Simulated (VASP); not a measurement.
Set up this calculation in VASP 6.6.1, as the native input.

| Quantity | Value |
| --- | --- |
| Task | single point |
| Functional | PBE |
| Dispersion | D3(BJ) |
| Potentials or basis | VASP PAW PBE potentials, release 64 (C) |
| Cutoff | 520 eV |
| k mesh | 15 × 15 × 15 |
| Occupations | gaussian, width 0.05 eV |
| Spin | no spin polarisation |
| Dipole correction | no |
| Further INCAR settings | ALGO = Normal; EDIFF = 1e-06; NBANDS = 11 |

The structure of C lies in POSCAR:

```
C
1.0
    1.2324809262      0.7115731945      3.3609366220
   -1.2324809262      0.7115731945      3.3609366220
    0.0000000000     -1.4231463891      3.3609366220
C
2
Direct
    0.1759728372      0.1759728372      0.1548927851
    0.8240271628      0.8240271628      0.8451072149
```

This cell differs from its parent crystal: atoms displaced along several vibrational modes.

These files were run (other wordings do the same):

INCAR

```
SYSTEM = C
PREC = Accurate ; ENCUT = 520
EDIFF = 1E-6 ; ISMEAR = 0
SIGMA = 0.05 ; LREAL = .False.
LASPH = .True. ; NELM = 80
ALGO = Normal ; ISIF = 2
LWAVE = .False. ; LCHARG = .False.
GGA = PE ; IVDW = 12
NBANDS = 11
```

KPOINTS

```
Automatic mesh
0
Gamma
  15 15 15
  0 0 0
```

Potentials or basis: VASP PAW PBE potentials, release 64 (C).

The run is started by

```console
$ cat potpaw_PBE.64/C/POTCAR > POTCAR
$ mpirun -np 1 vasp_std > vasp.out
```

It gave:

- Pressure: 1.9 GPa
- Largest force: 3.059 eV/Å
- Dispersion energy per atom: -0.156 eV

Caveat: the cell differs from its parent crystal (atoms displaced along several vibrational modes); the stress differs along the axes, from -3 to 9 GPa; forces of over 1 eV/Å act on the atoms, so gaps and moduli don't describe the material at rest.

It took 5.8 min on 1 thread of Intel Xeon 8259CL, with other jobs on the host, peak memory 0.28 GiB.
